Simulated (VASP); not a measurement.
A run of VASP 6.6.1 is set up as follows.

INCAR

```
SYSTEM = Al
ALGO     = Normal         ! electronic algorithm
EDIFF    = 1E-6           ! SCF threshold, eV
EDIFFG   = -0.005         ! ionic threshold
ENCUT    = 600            ! plane-wave cutoff, eV
IBRION   = 2              ! ionic algorithm
ISIF     = 3              ! what is computed and relaxed
ISMEAR   = 1              ! smearing method
LASPH    = .True.         ! aspherical terms in the spheres
LCHARG   = .False.        ! write CHGCAR
LREAL    = .False.        ! projectors in reciprocal space
LWAVE    = .False.        ! write WAVECAR
NELM     = 100            ! most SCF steps
NSW      = 80             ! ionic steps
PREC     = Accurate       ! precision mode
SIGMA    = 0.15           ! smearing width, eV
```

File KPOINTS:

```
k-points
0
Gamma
  12 12 12
  0 0 0
```

The input POSCAR:

```
Al
1.0
   -1.5912200000      1.5912200000      1.5912200000
    1.5912200000     -1.5912200000      1.5912200000
    1.5912200000      1.5912200000     -1.5912200000
Al
1
Direct
    0.0000000000      0.0000000000      0.0000000000
```

Potentials or basis: VASP PAW LDA potentials, release 64 (Al).

Command:

```sh
$ cat potpaw_LDA.64/Al/POTCAR > POTCAR
$ mpirun -np 1 vasp_std > vasp.out
```

Task: What does it give for the relaxed cell?

Result: a = 2.763 Å, b = 2.763 Å, c = 2.763 Å, α = 109.47°, β = 109.47°, γ = 109.47°.

Task: Predict the relaxed volume.

Result: 16.24 Å³/atom.

Task: Predict the space group after relaxing (to 0.05 Å).

Result: Im-3m (No. 229).

Final structure:
```
Al
1.0
    -1.59522    1.59522    1.59522
     1.59522   -1.59522    1.59522
     1.59522    1.59522   -1.59522
Al
1
Direct
  0.00000 0.00000 0.00000
```
